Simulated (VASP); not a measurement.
# GeSb3O2 (P4/mmm) in VASP: a series of runs

Runs on GeSb3O2. Level: PBE. Tasks: relaxation of cell and atoms, single point.

Everything below comes from runs of VASP 6.6.1. Logs are shortened: lines on timing, memory, paths and dates and some standing lists are left out, and cuts for length are marked.

**1. The cell of the first run**

It takes space group P4/mmm (No. 123, tetragonal). Conventional cell: a = 4.259 Å, b = 4.259 Å, c = 8.282 Å, α = 90.00°, β = 90.00°, γ = 90.00°. Ge (site symmetry 4/mmm) has 6 O at 3.01 to 4.14 Å and 8 Sb at 3.46 Å and 4 Ge at 4.26 Å within 4.3 Å. Within 2.3 Å of Sb (site symmetry 4mm) lie 1 O at 1.70 Å. Sb (site symmetry 4/mmm) has 2 Sb at 2.44 Å and 4 O at 3.01 Å within 3.2 Å. Within 2.3 Å of O (site symmetry 4/mmm) lie 2 Sb at 1.70 Å. O (site symmetry 4/mmm) has 12 Sb at 3.01 to 3.88 Å and 2 Ge at 4.14 Å and 4 O at 4.26 Å within 4.3 Å.

The cell was generated, and may not be a known phase.

**2. Relaxation of cell and atoms, PBE**

INCAR

```
  ALGO = Normal
  EDIFF = 1E-7
  EDIFFG = -0.04
  ENCUT = 600
  GGA = PE
  IBRION = 2
  ISIF = 3
  ISMEAR = 0
  LASPH = True
  LCHARG = False
  LREAL = False
  LWAVE = False
  NELM = 100
  NSW = 90
  PREC = Accurate
  SIGMA = 0.1
```

KPOINTS

```
k-points
0
Gamma
  4 4 2
```

POSCAR

```
GeSb3O2
1.0
    4.2586303600      0.0000000000      0.0000000000
    0.0000000000      4.2586303600      0.0000000000
    0.0000000000      0.0000000000      8.2817229700
Ge Sb O
1 3 2
Direct
    0.0000000000      0.0000000000      0.5000000000
    0.5000000000      0.5000000000      0.2945286900
    0.5000000000      0.5000000000      0.7054713100
    0.5000000000      0.5000000000      0.0000000000
    0.5000000000      0.5000000000      0.5000000000
    0.0000000000      0.0000000000      0.0000000000
```

Potentials or basis: VASP PAW PBE potentials, release 64 (Ge_d, Sb, O).

Started as:

```
$ cat potpaw_PBE.64/Ge_d/POTCAR potpaw_PBE.64/Sb/POTCAR potpaw_PBE.64/O/POTCAR > POTCAR
$ mpirun -np 1 vasp_std > vasp.out
```

OUTCAR:

```text
EDIFF = 1E-7
   EDIFFG = -0.04
   ENCUT = 600
   GGA = PE
   IBRION = 2
   ISIF = 3
   ISMEAR = 0
   LASPH = True
   LREAL = False
   NELM = 100
   NSW = 90
   PREC = Accurate

 ion  position               nearest neighbor table
   1  0.000  0.000  0.500-
   2  0.500  0.500  0.295-   5 1.70   4 2.44   3 3.40
   3  0.500  0.500  0.705-   5 1.70   4 2.44   2 3.40
   4  0.500  0.500  0.000-   2 2.44   3 2.44
   5  0.500  0.500  0.500-   2 1.70   3 1.70
   6  0.000  0.000  0.000-

  LATTYP: Found a simple tetragonal cell.
 ALAT       =     4.2586303600
 C/A-ratio  =     1.9446916661

  Lattice vectors:

 A1 = (   4.2586303600,   0.0000000000,   0.0000000000)
 A2 = (   0.0000000000,   4.2586303600,   0.0000000000)
 A3 = (   0.0000000000,   0.0000000000,   8.2817229700)

Analysis of symmetry for initial positions (statically):
=====================================================================
 Subroutine PRICEL returns:
 Original cell was already a primitive cell.

 Routine SETGRP: Setting up the symmetry group for a
 simple tetragonal supercell.

 Subroutine GETGRP returns: Found 16 space group operations
 (whereof 16 operations were pure point group operations)
 out of a pool of 16 trial point group operations.

The static configuration has the point symmetry D_4h.

Analysis of symmetry for dynamics (positions and initial velocities):
=====================================================================
 Subroutine PRICEL returns:
 Original cell was already a primitive cell.

 Routine SETGRP: Setting up the symmetry group for a
 simple tetragonal supercell.

 Subroutine GETGRP returns: Found 16 space group operations
 (whereof 16 operations were pure point group operations)
 out of a pool of 16 trial point group operations.

The dynamic configuration has the point symmetry D_4h.

 Subroutine INISYM returns: Found 16 space group operations
 (whereof 16 operations are pure point group operations),
 and found     1 'primitive' translations

----------------------------------------------------------------------------------------

                                     Primitive cell

  volume of cell :     150.1968

  direct lattice vectors                    reciprocal lattice vectors
     4.258630360  0.000000000  0.000000000     0.234817281  0.000000000  0.000000000
     0.000000000  4.258630360  0.000000000     0.000000000  0.234817281  0.000000000
     0.000000000  0.000000000  8.281722970     0.000000000  0.000000000  0.120747821

  length of vectors
     4.258630360  4.258630360  8.281722970     0.234817281  0.234817281  0.120747821

  position of ions in fractional coordinates (direct lattice)
     0.000000000  0.000000000  0.500000000
     0.500000000  0.500000000  0.294528690
     0.500000000  0.500000000  0.705471310
     0.500000000  0.500000000  0.000000000
     0.500000000  0.500000000  0.500000000
     0.000000000  0.000000000  0.000000000

  ion indices of the primitive-cell ions
   primitive index   ion index
                 1           1
                 2           2
                 3           3
                 4           4
                 5           5
                 6           6

----------------------------------------------------------------------------------------

 KPOINTS: k-points

Automatic generation of k-mesh.
 Grid dimensions read from file:
 generate k-points for:    4    4    2

 Generating k-lattice:

  Cartesian coordinates                     Fractional coordinates (reciprocal lattice)
     0.058704320  0.000000000  0.000000000     0.250000000  0.000000000  0.000000000
     0.000000000  0.058704320  0.000000000     0.000000000  0.250000000  0.000000000
     0.000000000  0.000000000  0.060373910     0.000000000  0.000000000  0.500000000

  Length of vectors
     0.058704320  0.058704320  0.060373910

  Shift w.r.t. Gamma in fractional coordinates (k-lattice)
     0.000000000  0.000000000  0.000000000

 Subroutine IBZKPT returns following result:
 ===========================================

 Found     12 irreducible k-points:

 Following reciprocal coordinates:
            Coordinates               Weight
  0.000000  0.000000  0.000000      1.000000
  0.250000  0.000000  0.000000      4.000000
  0.500000  0.000000  0.000000      2.000000
  0.250000  0.250000  0.000000      4.000000
  0.500000  0.250000  0.000000      4.000000
  0.500000  0.500000  0.000000      1.000000
  0.000000  0.000000  0.500000      1.000000
  0.250000  0.000000  0.500000      4.000000
  0.500000  0.000000  0.500000      2.000000
  0.250000  0.250000  0.500000      4.000000
  0.500000  0.250000  0.500000      4.000000
  0.500000  0.500000  0.500000      1.000000
   k-points           NKPTS =     12   k-points in BZ     NKDIM =     12   number of bands    NBANDS=     24
   number of dos      NEDOS =    301   number of ions     NIONS =      6
   total plane-waves  NPLWV =  90720
   dimension x,y,z NGX =    36 NGY =   36 NGZ =   70
   dimension x,y,z NGXF=    72 NGYF=   72 NGZF=  140
   ions per type =               1   3   2
   NGX,Y,Z   is equivalent  to a cutoff of  14.05, 14.05, 14.05 a.u.
   NGXF,Y,Z  is equivalent  to a cutoff of  28.11, 28.11, 28.10 a.u.
 SYSTEM =  unknown system
   PREC   = accura    normal or accurate (medium, high low for compatibility)
   ISTART =      0    job   : 0-new  1-cont  2-samecut
   ICHARG =      2    charge: 1-file 2-atom 10-const
   ISPIN  =      1    spin polarized calculation?
   LNONCOLLINEAR =      F non collinear calculations
   LSORBIT =      F    spin-orbit coupling
   LASPH  =      T    aspherical Exc in radial PAW
   ENCUT  =  600.0 eV  44.10 Ry    6.64 a.u.   8.51  8.51 16.54*2*pi/ulx,y,z
   NELM   =    100;   NELMIN=  2; NELMDL= -5     # of ELM steps
   EDIFF  = 0.1E-06   stopping-criterion for ELM
   LREAL  =      F    real-space projection
   EDIFFG = -.4E-01   stopping-criterion for IOM
   NSW    =     90    number of steps for IOM
   IBRION =      2    ionic relax: 0-MD 1-quasi-New 2-CG
   NFREE  =      1    steps in history (QN), initial steepest desc. (CG)
   ISIF   =      3    stress and relaxation
   ISYM   =      2    0-nonsym 1-usesym 2-fastsym
   POTIM  = 0.5000    time-step for ionic-motion
   TEBEG  =    0.0;   TEEND  =   0.0 temperature during run
   PSTRESS=    0.0 pullay stress
   NELECT =      41.0000    total number of electrons
   NUPDOWN=      -1.0000    fix difference up-down
   EMIN   =  10.00;   EMAX   =-10.00  energy-range for DOS
   EFERMI =   0.00;   METHOD = LEGACY
   ISMEAR =     0;   SIGMA  =   0.10  broadening in eV -4-tet -1-fermi 0-gaus
   EFERMI_NEDOS =   21; number of points for ismear=-14 and -15
   IALGO  =     38    algorithm
   IMIX   =      4    mixing-type and parameters
     AMIX     =   0.40;   BMIX     =  1.00
     AMIX_MAG =   1.60;   BMIX_MAG =  1.00
  volume/ion in A,a.u.               =      25.03       168.93
  Fermi-wavevector in a.u.,A,eV,Ry     =   1.061979  2.006849 15.344642  1.127799
  Thomas-Fermi vector in A             =   2.197414
   LORBIT       =      0    0 simple, 1 ext, 2 COOP (PROOUT), +10 PAW based schemes
   GGA     = PE    functional components
   LHFCALC =     F    Hartree Fock is set to
   AEXX    =    0.0000 exact exchange contribution
   IVDW    =     0    specifies the selected vdW correction
   LEPSILON=     F    determine dielectric tensor
   LRPA    =     F    only Hartree local field effects (RPA)
 conjugate gradient relaxation of ions
 non-spin polarized calculation
 Gauss-broadening in eV      SIGMA  =   0.10
  energy-cutoff  :      600.00
  volume of cell :      150.20
 maximum number of plane-waves:      5047
 NGX is ok and might be reduce to    36
   NGX = 17   NGY = 17   NGZ = 33

--------------------------------------- Ionic step        1  -------------------------------------------

 number of electron      40.9999998 magnetization

 Free energy of the ion-electron system (eV)
  ---------------------------------------------------
  ext. energy  EPLUGINS =         0.00000000
  ---------------------------------------------------
  free energy    TOTEN  =       -18.08247191 eV

  energy without entropy =      -18.06804459  energy(sigma->0) =      -18.07525825

------------------------ aborting loop because EDIFF is reached ----------------------------------------

  FORCE on cell =-STRESS in cart. coord.  units (eV):
  Direction    XX          YY          ZZ          XY          YZ          ZX
  --------------------------------------------------------------------------------------
  -------------------------------------------------------------------------------------
  Total       -7.6918264     -7.6918264     65.4361094      0.0000000     -0.0000000      0.0000000
  in kB      -82.0501665    -82.0501665    698.0193492      0.0000000     -0.0000000      0.0000000
  external PRESSURE =     177.9730054 kB  Pullay stress =       0.0000000 kB
[... 1097 lines left out ...]
     23       5.5431      0.61472
     24       8.9236      0.00000

[... ionic steps 4 to 11 ...]

--------------------------------------- Ionic step       12  -------------------------------------------

 number of electron      40.9999995 magnetization

------------------------ aborting loop because EDIFF is reached ----------------------------------------

  FORCE on cell =-STRESS in cart. coord.  units (eV):
  Direction    XX          YY          ZZ          XY          YZ          ZX
  --------------------------------------------------------------------------------------
  -------------------------------------------------------------------------------------
  Total       -0.0918036     -0.0918036      0.3216713      0.0000000      0.0000000      0.0000000
  in kB       -1.2332277     -1.2332277      4.3211170      0.0000000      0.0000000      0.0000000
  external PRESSURE =       0.6182205 kB  Pullay stress =       0.0000000 kB
[... 65 lines left out ...]
  energy  without entropy=      -28.1700647484  energy(sigma->0) =      -28.17864250

--------------------------------------- Ionic step       14  -------------------------------------------

 number of electron      40.9999996 magnetization

 Free energy of the ion-electron system (eV)
  ---------------------------------------------------
  ext. energy  EPLUGINS =         0.00000000
  ---------------------------------------------------
  free energy    TOTEN  =       -28.19175841 eV

  energy without entropy =      -28.17424906  energy(sigma->0) =      -28.18300373

 E-fermi :   7.1720     XC(G=0): -10.2757

 val. band max:        7.0797489014   @ k =   0.0000   0.0000   0.5000
 cond. band min:       7.2028291991   @ k =   0.2500   0.2500   0.0000
 fundamental gap:      0.1230802977
 Fermi energy:         7.1720414950

 k-point     1 :       0.0000    0.0000    0.0000
  band No.  band energies     occupation
      1     -18.1867      2.00000
      2     -18.1430      2.00000
      3     -18.1367      2.00000
      4     -18.1224      2.00000
      5     -18.1224      2.00000
      6     -12.1627      2.00000
[... 346 lines left out ...]
  FREE ENERGIE OF THE ION-ELECTRON SYSTEM (eV)
  ---------------------------------------------------
  free  energy   TOTEN  =       -28.1917584062 eV

  energy  without entropy=      -28.1742490620  energy(sigma->0) =      -28.18300373

 reached required accuracy - stopping structural energy minimisation
```

Wall time 7.9 min (1 thread of Intel Xeon 6975P-C (Granite Rapids), shared host); peak memory 0.35 GiB.

What came out:

```
Free energy                           : -28.1918 eV
Relaxed volume                        : 19.91 Å³/atom
Relaxed cell                          : a = 3.314 Å, b = 3.314 Å, c = 10.880 Å, α = 90.00°, β = 90.00°, γ = 90.00°
Space group after relaxing (to 0.1 Å) : P4/mmm (No. 123)
Pressure after relaxing               : -0.1 GPa
Largest force after relaxing          : 0.013 eV/Å
Band gap on the k mesh                : zero (an odd number of electrons rules out a gap without spin polarisation)
```

Forces in eV/Å, atoms in the order of the input:
```
Ge   0.000  0.000  0.000
Sb   0.000  0.000 -0.013
Sb   0.000  0.000  0.013
Sb   0.000  0.000  0.000
O    0.000  0.000  0.000
O    0.000  0.000  0.000
```

Stress tensor (GPa, compression positive):
```
-0.28  0.00  0.00
 0.00 -0.28  0.00
 0.00  0.00  0.10
```

Final structure:
```
CELL_PARAMETERS angstrom
3.31379 0.00000 0.00000
0.00000 3.31379 0.00000
0.00000 0.00000 10.88030
ATOMIC_POSITIONS crystal
Ge 0.00000 0.00000 0.50000
Sb 0.50000 0.50000 0.27537
Sb 0.50000 0.50000 0.72463
Sb 0.50000 0.50000 0.00000
O 0.50000 0.50000 0.50000
O 0.00000 0.00000 0.00000
```

Caveat: the k points lie up to 0.47 Å⁻¹ apart in the final cell, too coarse for converged energies and pressures of a metal; the volume moved by over 15 % at a fixed basis, so the end points are rough; spin-orbit coupling is left out, which moves the levels of the heavy elements; an odd number of electrons without spin polarisation forces a metal; a magnetic or distorted state may lie lower.

(Continued in part 2 of 2.)

The gap in the log of VASP goes by the Fermi energy; the results here count the filled bands.